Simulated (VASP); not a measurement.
# BaS (P6_3/mmc) in VASP: settings compared

Aim: see how the results for BaS move with the level of theory and the settings. Levels: PBE, r2SCAN. Tasks: single point.

Everything below comes from runs of VASP 6.6.1. Logs are shortened: lines on timing, memory, paths and dates and some standing lists are left out, and cuts for length are marked.

### 1 The cell of the first run

Symmetry: P6_3/mmc, No. 194, hexagonal system. The conventional cell has a = 5.382 Å, b = 5.382 Å, c = 6.754 Å, α = 90.00°, β = 90.00°, γ = 120.00°. Ba (site symmetry -6m2) has 5 S at 3.11 to 3.38 Å within 4.1 Å. Within 4.1 Å of S (site symmetry -6m2) lie 5 Ba at 3.11 to 3.38 Å.

### 2 Single point, PBE (uniaxial z strain +5.8%)

INCAR reads:

```
ALGO = Normal
EDIFF = 1E-6
ENCUT = 520
GGA = PE
ISIF = 2
ISMEAR = -1
LASPH = True
LCHARG = False
LREAL = False
LWAVE = False
NBANDS = 24
NELM = 100
PREC = Accurate
SIGMA = 0.02
```

KPOINTS reads:

```
k-points
0
Gamma
  6 6 4
```

POSCAR reads:

```
BaS
1.0
    5.3818560826      0.0000000000      0.0000000000
   -2.6909280413      4.6608240870      0.0000000000
    0.0000000000      0.0000000000      6.7535562510
Ba S
2 2
Direct
    0.3333333333      0.6666666667     -0.0625000000
    0.6666666667      0.3333333333      0.4375000000
    0.3333333333      0.6666666667      0.4375000000
    0.6666666667      0.3333333333      0.9375000000
```

Potentials or basis: VASP PAW PBE potentials, release 64 (Ba_sv, S).

Started as:

```sh
cat potpaw_PBE.64/Ba_sv/POTCAR potpaw_PBE.64/S/POTCAR > POTCAR
mpirun -np 1 vasp_std > vasp.out
```

OUTCAR:

```text
EDIFF = 1E-6
   ENCUT = 520
   GGA = PE
   ISIF = 2
   ISMEAR = -1
   LASPH = True
   LREAL = False
   NELM = 100
   PREC = Accurate

 ion  position               nearest neighbor table
   1  0.333  0.667  0.938-   4 3.11   4 3.11   4 3.11   3 3.38   3 3.38   2 4.59   2 4.59   2 4.59
                             2 4.59   2 4.59   2 4.59
   2  0.667  0.333  0.438-   3 3.11   3 3.11   3 3.11   4 3.38   4 3.38   1 4.59   1 4.59   1 4.59
                             1 4.59   1 4.59   1 4.59
   3  0.333  0.667  0.438-   2 3.11   2 3.11   2 3.11   1 3.38   1 3.38
   4  0.667  0.333  0.938-   1 3.11   1 3.11   1 3.11   2 3.38   2 3.38

  LATTYP: Found a hexagonal cell.
 ALAT       =     5.3818560826
 C/A-ratio  =     1.2548749256

  Lattice vectors:

 A1 = (   5.3818560826,   0.0000000000,   0.0000000000)
 A2 = (  -2.6909280413,   4.6608240870,   0.0000000000)
 A3 = (   0.0000000000,   0.0000000000,   6.7535562510)

Analysis of symmetry for initial positions (statically):
=====================================================================
 Subroutine PRICEL returns:
 Original cell was already a primitive cell.

 Routine SETGRP: Setting up the symmetry group for a
 hexagonal supercell.

 Subroutine GETGRP returns: Found 24 space group operations
 (whereof  6 operations were pure point group operations)
 out of a pool of 24 trial point group operations.

The static configuration has the point symmetry C_3v.
 The point group associated with its full space group is D_6h.

Analysis of symmetry for dynamics (positions and initial velocities):
=====================================================================
 Subroutine PRICEL returns:
 Original cell was already a primitive cell.

 Routine SETGRP: Setting up the symmetry group for a
 hexagonal supercell.

 Subroutine GETGRP returns: Found 24 space group operations
 (whereof  6 operations were pure point group operations)
 out of a pool of 24 trial point group operations.

The dynamic configuration has the point symmetry C_3v.
 The point group associated with its full space group is D_6h.

 Subroutine INISYM returns: Found 24 space group operations
 (whereof  6 operations are pure point group operations),
 and found     1 'primitive' translations

[... 88 lines left out ...]
   ISPIN  =      1    spin polarized calculation?
   LNONCOLLINEAR =      F non collinear calculations
   LSORBIT =      F    spin-orbit coupling
   LASPH  =      T    aspherical Exc in radial PAW
   ENCUT  =  520.0 eV  38.22 Ry    6.18 a.u.  10.01 10.01 12.56*2*pi/ulx,y,z
   NELM   =    100;   NELMIN=  2; NELMDL= -5     # of ELM steps
   EDIFF  = 0.1E-05   stopping-criterion for ELM
   LREAL  =      F    real-space projection
   EDIFFG = 0.1E-04   stopping-criterion for IOM
   NSW    =      0    number of steps for IOM
   IBRION =     -1    ionic relax: 0-MD 1-quasi-New 2-CG
   NFREE  =      0    steps in history (QN), initial steepest desc. (CG)
   ISIF   =      2    stress and relaxation
   ISYM   =      2    0-nonsym 1-usesym 2-fastsym
   POTIM  = 0.5000    time-step for ionic-motion
   TEBEG  =    0.0;   TEEND  =   0.0 temperature during run
   PSTRESS=    0.0 pullay stress
   NELECT =      32.0000    total number of electrons
   NUPDOWN=      -1.0000    fix difference up-down
   EMIN   =  10.00;   EMAX   =-10.00  energy-range for DOS
   EFERMI =   0.00;   METHOD = LEGACY
   ISMEAR =    -1;   SIGMA  =   0.02  broadening in eV -4-tet -1-fermi 0-gaus
   EFERMI_NEDOS =   21; number of points for ismear=-14 and -15
   IALGO  =     38    algorithm
   IMIX   =      4    mixing-type and parameters
     AMIX     =   0.40;   BMIX     =  1.00
     AMIX_MAG =   1.60;   BMIX_MAG =  1.00
  volume/ion in A,a.u.               =      42.35       285.80
  Fermi-wavevector in a.u.,A,eV,Ry     =   0.939325  1.775066 12.004839  0.882331
  Thomas-Fermi vector in A             =   2.066625
   LORBIT       =      0    0 simple, 1 ext, 2 COOP (PROOUT), +10 PAW based schemes
   GGA     = PE    functional components
   LHFCALC =     F    Hartree Fock is set to
   AEXX    =    0.0000 exact exchange contribution
   IVDW    =     0    specifies the selected vdW correction
   LEPSILON=     F    determine dielectric tensor
   LRPA    =     F    only Hartree local field effects (RPA)
 non-spin polarized calculation
  energy-cutoff  :      520.00
  volume of cell :      169.41
 maximum number of plane-waves:      4626
   NGX = 21   NGY = 21   NGZ = 25

 number of electron      31.9999998 magnetization

 Free energy of the ion-electron system (eV)
  ---------------------------------------------------
  ext. energy  EPLUGINS =         0.00000000
  ---------------------------------------------------
  free energy    TOTEN  =       -19.90312050 eV

  energy without entropy =      -19.90312050  energy(sigma->0) =      -19.90312050

 E-fermi :   0.5931     XC(G=0):  -7.3281

 val. band max:        0.1559796018   @ k =   0.0000   0.0000   0.0000
 cond. band min:       2.7511910800   @ k =   0.3333   0.3333   0.0000
 fundamental gap:      2.5952114782
 Fermi energy:         0.5930786920

 k-point     1 :       0.0000    0.0000    0.0000
  band No.  band energies     occupation
      1     -26.2245      2.00000
      2     -26.1912      2.00000
      3     -11.6135      2.00000
      4     -11.4809      2.00000
      5     -11.4809      2.00000
      6     -11.3771      2.00000
[... 556 lines left out ...]
     23       6.2715      0.00000
     24       6.2715      0.00000

------------------------ aborting loop because EDIFF is reached ----------------------------------------

  FORCE on cell =-STRESS in cart. coord.  units (eV):
  Direction    XX          YY          ZZ          XY          YZ          ZX
  --------------------------------------------------------------------------------------
  -------------------------------------------------------------------------------------
  Total       -0.3676579     -0.3676579     -3.1061834      0.0000000     -0.0000000      0.0000000
  in kB       -3.4771801     -3.4771801    -29.3771975      0.0000000     -0.0000000      0.0000000
  external PRESSURE =     -12.1105193 kB  Pullay stress =       0.0000000 kB

 VOLUME and BASIS-vectors are now :
 -----------------------------------------------------------------------------
  energy-cutoff  :      520.00
  volume of cell :      169.41
      direct lattice vectors                 reciprocal lattice vectors
     5.381856083  0.000000000  0.000000000     0.185809502  0.107277166  0.000000000
    -2.690928041  4.660824087  0.000000000     0.000000000  0.214554332  0.000000000
     0.000000000  0.000000000  6.753556251     0.000000000  0.000000000  0.148070137

 POSITION                                       TOTAL-FORCE (eV/Angst)
 -----------------------------------------------------------------------------------
     -0.00000      3.10722      6.33146         0.000000     -0.000000     -0.000000
      2.69093      1.55361      2.95468        -0.000000      0.000000     -0.000000
     -0.00000      3.10722      2.95468        -0.000000     -0.000000      0.000000
      2.69093      1.55361      6.33146         0.000000      0.000000      0.000000
 -----------------------------------------------------------------------------------
    total drift:                               -0.000000      0.000000      0.000003

  FREE ENERGIE OF THE ION-ELECTRON SYSTEM (eV)
  ---------------------------------------------------
  free  energy   TOTEN  =       -19.9031205042 eV

  energy  without entropy=      -19.9031205042  energy(sigma->0) =      -19.90312050
```

stdout:

```text
POSCAR found type information on POSCAR BaS
 POSCAR found :  2 types and       4 ions
 scaLAPACK will be used
 LDA part: xc-table for (Slater+PW92), standard interpolation
 POSCAR, INCAR and KPOINTS ok, starting setup
 FFT: planning ... GRIDC
 FFT: planning ... GRID_SOFT
 FFT: planning ... GRID
 WAVECAR not read
 entering main loop
```

Run time: 2.6 min. Hardware: 1 thread of Intel Xeon 8259CL, shared host; peak memory 0.3 GiB.

What came out:

- Free energy: -19.9031 eV
- Pressure: -1.2 GPa
- Band gap on the k mesh: 2.60 eV (least direct gap 2.63 eV)

Stress tensor (GPa, compression positive):
```
-0.35  0.00  0.00
 0.00 -0.35  0.00
 0.00  0.00 -2.94
```

Levels at points of the mesh, in eV from the valence-band top:
```
           k point  band 14  band 15  band 16  band 17  band 18  band 19
(0.00, 0.00, 0.00)    -0.78    -0.54     0.00     2.74     3.85     3.85
(0.50, 0.00, 0.00)    -0.39    -0.37    -0.20     3.26     3.52     3.61
(0.00, 0.00, 0.50)    -0.85    -0.85    -0.85     3.82     3.82     5.27
(0.50, 0.00, 0.50)    -0.69    -0.35    -0.35     3.88     3.88     4.79
```

Caveat: the cell differs from its parent crystal (uniaxial z strain +5.8%); spin-orbit coupling is left out, which moves the levels of the heavy elements. A k mesh can miss the band edges.

### 3 Single point, PBE (strain +5.8%)

INCAR reads:

```
SYSTEM = BaS
PREC     = Accurate       ! precision mode
ENCUT    = 520            ! plane-wave cutoff, eV
EDIFF    = 1E-7           ! SCF threshold, eV
ISMEAR   = -1             ! smearing method
SIGMA    = 0.02           ! smearing width, eV
LREAL    = .FALSE.        ! projectors in reciprocal space
LASPH    = .TRUE.         ! aspherical terms in the spheres
NELM     = 80             ! most SCF steps
ALGO     = Normal         ! electronic algorithm
ISIF     = 2              ! what is computed and relaxed
LWAVE    = .FALSE.        ! write WAVECAR
LCHARG   = .TRUE.         ! write CHGCAR
GGA      = PE             ! functional
LELF     = .TRUE.         ! ELF
LVHAR    = .TRUE.       
NBANDS   = 24             ! bands
```

KPOINTS reads:

```
Automatic mesh
0
G
  6 6 4
  0 0 0
```

POSCAR reads:

```
BaS
1.0
    5.6966946634      0.0000000000      0.0000000000
   -2.8483473317      4.9334822961      0.0000000000
    0.0000000000      0.0000000000      6.7567479128
Ba S
2 2
Direct
    0.3333333333      0.6666666667     -0.0625000000
    0.6666666667      0.3333333333      0.4375000000
    0.3333333333      0.6666666667      0.4375000000
    0.6666666667      0.3333333333      0.9375000000
```

Potentials or basis: VASP PAW PBE potentials, release 64 (Ba_sv, S).

Started as:

```sh
cat potpaw_PBE.64/Ba_sv/POTCAR potpaw_PBE.64/S/POTCAR > POTCAR
mpirun -np 1 vasp_std > vasp.out
```

Wall time 3.1 min (1 thread of Intel Xeon 8259CL, shared host); peak memory 0.33 GiB.

The run converged. Its results:

| Property | Result |
| --- | --- |
| Free energy | -19.6335 eV |
| Pressure | -3.6 GPa |
| Band gap on the k mesh | 2.43 eV |

Stress tensor (GPa, compression positive):
```
-3.43  0.00  0.00
 0.00 -3.43  0.00
 0.00  0.00 -4.00
```

Levels at points of the mesh, in eV from the valence-band top:
```
           k point  band 13  band 14  band 15  band 16  band 17  band 18  band 19  band 20
(0.00, 0.00, 0.00)    -0.68    -0.68    -0.53     0.00     2.43     3.60     3.60     4.47
(0.50, 0.00, 0.00)    -0.49    -0.44    -0.31    -0.24     3.12     3.33     3.44     4.53
(0.00, 0.00, 0.50)    -0.77    -0.77    -0.77    -0.77     3.43     3.43     4.98     4.98
(0.50, 0.00, 0.50)    -0.65    -0.65    -0.45    -0.45     3.73     3.73     4.59     4.59
```

Caveat: the cell differs from its parent crystal (strain +5.8%); the cell stands under tension; spin-orbit coupling is left out, which moves the levels of the heavy elements. A k mesh can miss the band edges.

(Continued in part 2 of 3.)
